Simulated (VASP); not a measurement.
# PbS (Fm-3m) in VASP: single point with r2SCAN

Aim: the single point of PbS with r2SCAN.

Program: VASP 6.6.1. These are calculated values, not measurements. Logs are shortened: lines on timing, memory, paths and dates and some standing lists are left out, and cuts for length are marked.

### Step 1. The cell of the first run

It takes space group Fm-3m (No. 225, cubic). Conventional cell: a = 5.930 Å, b = 5.930 Å, c = 5.930 Å, α = 90.00°, β = 90.00°, γ = 90.00°. Within 3.9 Å of Pb (site symmetry m-3m) lie 6 S at 2.96 Å. Within 3.9 Å of S (site symmetry m-3m) lie 6 Pb at 2.96 Å.

### Step 2. Single point, r2SCAN

Contents of POSCAR:

```
PbS
1.0
    0.0000000000      2.9650000000      2.9650000000
    2.9650000000      0.0000000000      2.9650000000
    2.9650000000      2.9650000000      0.0000000000
Pb S
1 1
Direct
    0.0000000000      0.0000000000      0.0000000000
    0.5000000000      0.5000000000      0.5000000000
```

Contents of INCAR.step1:

```
PREC = Accurate
ENCUT = 550
ISMEAR = -1
SIGMA = 0.01
LREAL = False
LASPH = True
NELM = 120
NBANDS = 17
GGA = PE
ALGO = Normal
EDIFF = 1E-5
LWAVE = True
LCHARG = False
GGA_COMPAT = False
```

Contents of INCAR.step2:

```
PREC = Accurate
ENCUT = 550
EDIFF = 1E-6
ISMEAR = -1
SIGMA = 0.01
LREAL = False
LASPH = True
NELM = 120
ALGO = Normal
ISIF = 2
LWAVE = False
LCHARG = False
METAGGA = R2SCAN
LMIXTAU = True
NBANDS = 17
ISTART = 1
GGA_COMPAT = False
```

Contents of KPOINTS:

```
regular mesh
0
Gamma
  8 8 8
```

Potentials or basis: VASP PAW PBE potentials, release 64 (Pb_d, S).

Command:

```console
> cat potpaw_PBE.64/Pb_d/POTCAR potpaw_PBE.64/S/POTCAR > POTCAR
> cp INCAR.step1 INCAR
> mpirun -np 1 vasp_std > vasp.out
> cp INCAR.step2 INCAR
> mpirun -np 1 vasp_std > vasp.out
```

OUTCAR:

```text
PREC = Accurate
   ENCUT = 550
   EDIFF = 1E-6
   ISMEAR = -1
   LREAL = False
   LASPH = True
   NELM = 120
   ISIF = 2
   METAGGA = R2SCAN
   ISTART = 1

 ion  position               nearest neighbor table
   1  0.000  0.000  0.000-   2 2.96   2 2.96   2 2.96   2 2.96   2 2.96   2 2.96
   2  0.500  0.500  0.500-   1 2.96   1 2.96   1 2.96   1 2.96   1 2.96   1 2.96

  LATTYP: Found a face centered cubic cell.
 ALAT       =     5.9300000000

  Lattice vectors:

 A1 = (   0.0000000000,   2.9650000000,   2.9650000000)
 A2 = (   2.9650000000,   0.0000000000,   2.9650000000)
 A3 = (   2.9650000000,   2.9650000000,   0.0000000000)

Analysis of symmetry for initial positions (statically):
=====================================================================
 Subroutine PRICEL returns:
 Original cell was already a primitive cell.

 Routine SETGRP: Setting up the symmetry group for a
 face centered cubic supercell.

 Subroutine GETGRP returns: Found 48 space group operations
 (whereof 48 operations were pure point group operations)
 out of a pool of 48 trial point group operations.

The static configuration has the point symmetry O_h .

Analysis of symmetry for dynamics (positions and initial velocities):
=====================================================================
 Subroutine PRICEL returns:
 Original cell was already a primitive cell.

 Routine SETGRP: Setting up the symmetry group for a
 face centered cubic supercell.

 Subroutine GETGRP returns: Found 48 space group operations
 (whereof 48 operations were pure point group operations)
 out of a pool of 48 trial point group operations.

The dynamic configuration has the point symmetry O_h .

 Subroutine INISYM returns: Found 48 space group operations
 (whereof 48 operations are pure point group operations),
 and found     1 'primitive' translations

----------------------------------------------------------------------------------------

                                     Primitive cell

  volume of cell :      52.1320

  direct lattice vectors                    reciprocal lattice vectors
     0.000000000  2.965000000  2.965000000    -0.168634064  0.168634064  0.168634064
     2.965000000  0.000000000  2.965000000     0.168634064 -0.168634064  0.168634064
     2.965000000  2.965000000  0.000000000     0.168634064  0.168634064 -0.168634064

  length of vectors
     4.193143212  4.193143212  4.193143212     0.292082767  0.292082767  0.292082767

  position of ions in fractional coordinates (direct lattice)
     0.000000000  0.000000000  0.000000000
     0.500000000  0.500000000  0.500000000

  ion indices of the primitive-cell ions
   primitive index   ion index
                 1           1
                 2           2

----------------------------------------------------------------------------------------

 KPOINTS: regular mesh

Automatic generation of k-mesh.
 Grid dimensions read from file:
 generate k-points for:    8    8    8

 Generating k-lattice:

  Cartesian coordinates                     Fractional coordinates (reciprocal lattice)
    -0.021079258  0.021079258  0.021079258     0.125000000  0.000000000  0.000000000
     0.021079258 -0.021079258  0.021079258     0.000000000  0.125000000  0.000000000
     0.021079258  0.021079258 -0.021079258     0.000000000  0.000000000  0.125000000

  Length of vectors
     0.036510346  0.036510346  0.036510346

  Shift w.r.t. Gamma in fractional coordinates (k-lattice)
     0.000000000  0.000000000  0.000000000

 Subroutine IBZKPT returns following result:
 ===========================================

 Found     29 irreducible k-points:

 Following reciprocal coordinates:
            Coordinates               Weight
  0.000000  0.000000  0.000000      1.000000
  0.125000  0.000000  0.000000      8.000000
  0.250000  0.000000  0.000000      8.000000
  0.375000  0.000000  0.000000      8.000000
  0.500000  0.000000  0.000000      4.000000
  0.125000  0.125000  0.000000      6.000000
[... 16 lines left out ...]
  0.500000  0.250000  0.125000     48.000000
 -0.375000  0.250000  0.125000     24.000000
 [... further k-points ...]
   k-points           NKPTS =     29   k-points in BZ     NKDIM =     29   number of bands    NBANDS=     17
   number of dos      NEDOS =    301   number of ions     NIONS =      2
   total plane-waves  NPLWV =  32768
   dimension x,y,z NGX =    32 NGY =   32 NGZ =   32
   dimension x,y,z NGXF=    64 NGYF=   64 NGZF=   64
   ions per type =               1   1
   NGX,Y,Z   is equivalent  to a cutoff of  12.69, 12.69, 12.69 a.u.
   NGXF,Y,Z  is equivalent  to a cutoff of  25.37, 25.37, 25.37 a.u.
 SYSTEM =  unknown system
   PREC   = accura    normal or accurate (medium, high low for compatibility)
   ISTART =      1    job   : 0-new  1-cont  2-samecut
   ICHARG =      0    charge: 1-file 2-atom 10-const
   ISPIN  =      1    spin polarized calculation?
   LNONCOLLINEAR =      F non collinear calculations
   LSORBIT =      F    spin-orbit coupling
   LASPH  =      T    aspherical Exc in radial PAW
   ENCUT  =  550.0 eV  40.42 Ry    6.36 a.u.   8.02  8.02  8.02*2*pi/ulx,y,z
   NELM   =    120;   NELMIN=  2; NELMDL=  0     # of ELM steps
   EDIFF  = 0.1E-05   stopping-criterion for ELM
   LREAL  =      F    real-space projection
   EDIFFG = 0.1E-04   stopping-criterion for IOM
   NSW    =      0    number of steps for IOM
   IBRION =     -1    ionic relax: 0-MD 1-quasi-New 2-CG
   NFREE  =      0    steps in history (QN), initial steepest desc. (CG)
   ISIF   =      2    stress and relaxation
   ISYM   =      2    0-nonsym 1-usesym 2-fastsym
   POTIM  = 0.5000    time-step for ionic-motion
   TEBEG  =    0.0;   TEEND  =   0.0 temperature during run
   PSTRESS=    0.0 pullay stress
   NELECT =      20.0000    total number of electrons
   NUPDOWN=      -1.0000    fix difference up-down
   EMIN   =  10.00;   EMAX   =-10.00  energy-range for DOS
   EFERMI =   0.00;   METHOD = LEGACY
   ISMEAR =    -1;   SIGMA  =   0.01  broadening in eV -4-tet -1-fermi 0-gaus
   EFERMI_NEDOS =   21; number of points for ismear=-14 and -15
   IALGO  =     38    algorithm
   IMIX   =      4    mixing-type and parameters
     AMIX     =   0.40;   BMIX     =  1.00
     AMIX_MAG =   1.60;   BMIX_MAG =  1.00
  volume/ion in A,a.u.               =      26.07       175.90
  Fermi-wavevector in a.u.,A,eV,Ry     =   1.189552  2.247928 19.252709  1.415034
  Thomas-Fermi vector in A             =   2.325657
   LORBIT       =      0    0 simple, 1 ext, 2 COOP (PROOUT), +10 PAW based schemes
   METAGGA = R2SCAN    functional components
   LHFCALC =     F    Hartree Fock is set to
   AEXX    =    0.0000 exact exchange contribution
   IVDW    =     0    specifies the selected vdW correction
   LEPSILON=     F    determine dielectric tensor
   LRPA    =     F    only Hartree local field effects (RPA)
 non-spin polarized calculation
  energy-cutoff  :      550.00
  volume of cell :       52.13
 maximum number of plane-waves:      1542
   NGX = 17   NGY = 17   NGZ = 17

 number of electron      19.9999998 magnetization

 Free energy of the ion-electron system (eV)
  ---------------------------------------------------
  ext. energy  EPLUGINS =         0.00000000
  ---------------------------------------------------
  free energy    TOTEN  =       -65.60693277 eV

  energy without entropy =      -65.60693277  energy(sigma->0) =      -65.60693277

 E-fermi :   5.9302     XC(G=0): -10.2592

 val. band max:        5.7211445291   @ k =   0.5000   0.0000   0.0000
 cond. band min:       6.3391470906   @ k =   0.5000   0.0000   0.0000
 fundamental gap:      0.6180025615
 Fermi energy:         5.9301934170

 k-point     1 :       0.0000    0.0000    0.0000
  band No.  band energies     occupation
      1     -11.7407      2.00000
      2     -11.7407      2.00000
      3     -11.7407      2.00000
      4     -11.7250      2.00000
      5     -11.7250      2.00000
      6      -8.5103      2.00000
[... 9 lines left out ...]
     16      12.8466      0.00000
     17      14.7736      0.00000

 k-point     2 :       0.1250    0.0000    0.0000
  band No.  band energies     occupation
      1     -11.7400      2.00000
      2     -11.7380      2.00000
      3     -11.7380      2.00000
      4     -11.7259      2.00000
      5     -11.7259      2.00000
      6      -8.3742      2.00000
[... 9 lines left out ...]
     16      13.2294      0.00000
     17      16.0391      0.00000

 k-point     3 :       0.2500    0.0000    0.0000
  band No.  band energies     occupation
      1     -11.7455      2.00000
      2     -11.7455      2.00000
      3     -11.7387      2.00000
      4     -11.7141      2.00000
      5     -11.7141      2.00000
      6      -7.9976      2.00000
[... 9 lines left out ...]
     16      14.1100      0.00000
     17      18.1696      0.00000

 k-point     4 :       0.3750    0.0000    0.0000
  band No.  band energies     occupation
      1     -11.7566      2.00000
      2     -11.7566      2.00000
      3     -11.7379      2.00000
      4     -11.6985      2.00000
      5     -11.6985      2.00000
      6      -7.5134      2.00000
[... 9 lines left out ...]
     16      15.3756      0.00000
     17      18.0838      0.00000
[... 343 lines left out ...]
      1     -11.7795      2.00000
      2     -11.7443      2.00000
      3     -11.7321      2.00000
      4     -11.7117      2.00000
      5     -11.7027      2.00000
      6      -7.6671      2.00000
[... 9 lines left out ...]
     16      16.1295      0.00000
     17      16.4159      0.00000

 k-point    23 :       0.5000    0.2500    0.1250
  band No.  band energies     occupation
      1     -11.7969      2.00000
      2     -11.7406      2.00000
      3     -11.7341      2.00000
      4     -11.7069      2.00000
      5     -11.6955      2.00000
      6      -7.2330      2.00000
[... 9 lines left out ...]
     16      16.5156      0.00000
     17      17.6132      0.00000

 k-point    24 :      -0.3750    0.2500    0.1250
  band No.  band energies     occupation
      1     -11.8033      2.00000
      2     -11.7441      2.00000
      3     -11.7252      2.00000
      4     -11.7120      2.00000
      5     -11.6907      2.00000
      6      -7.0158      2.00000
[... 9 lines left out ...]
     16      17.1470      0.00000
     17      17.5253      0.00000

 [... further k-points ...]
[... 5 lines left out ...]
  --------------------------------------------------------------------------------------
  -------------------------------------------------------------------------------------
  Total        0.4397557      0.4397557      0.4397557     -0.0000000     -0.0000000      0.0000000
  in kB       13.5150601     13.5150601     13.5150601     -0.0000000     -0.0000000      0.0000000
  external PRESSURE =      13.5150601 kB  Pullay stress =       0.0000000 kB

 VOLUME and BASIS-vectors are now :
 -----------------------------------------------------------------------------
  energy-cutoff  :      550.00
  volume of cell :       52.13
      direct lattice vectors                 reciprocal lattice vectors
     0.000000000  2.965000000  2.965000000    -0.168634064  0.168634064  0.168634064
     2.965000000  0.000000000  2.965000000     0.168634064 -0.168634064  0.168634064
     2.965000000  2.965000000  0.000000000     0.168634064  0.168634064 -0.168634064

 POSITION                                       TOTAL-FORCE (eV/Angst)
 -----------------------------------------------------------------------------------
      0.00000      0.00000      0.00000        -0.000000     -0.000000     -0.000000
      2.96500      2.96500      2.96500         0.000000      0.000000      0.000000
 -----------------------------------------------------------------------------------
    total drift:                                0.000000     -0.000000     -0.000000

  FREE ENERGIE OF THE ION-ELECTRON SYSTEM (eV)
  ---------------------------------------------------
  free  energy   TOTEN  =       -65.6069327720 eV

  energy  without entropy=      -65.6069327720  energy(sigma->0) =      -65.60693277
```

It took 52 s on 1 thread of Intel Xeon Platinum 8488C (Sapphire Rapids), shared host; peak memory 0.2 GiB.

What came out:

```
Free energy            : -65.6069 eV
Pressure               : 1.4 GPa
Band gap on the k mesh : 0.62 eV
```

Caveat: the PAW data sets were made with another functional, which shifts forces and pressure a little; spin-orbit coupling is left out, which moves the levels of the heavy elements.
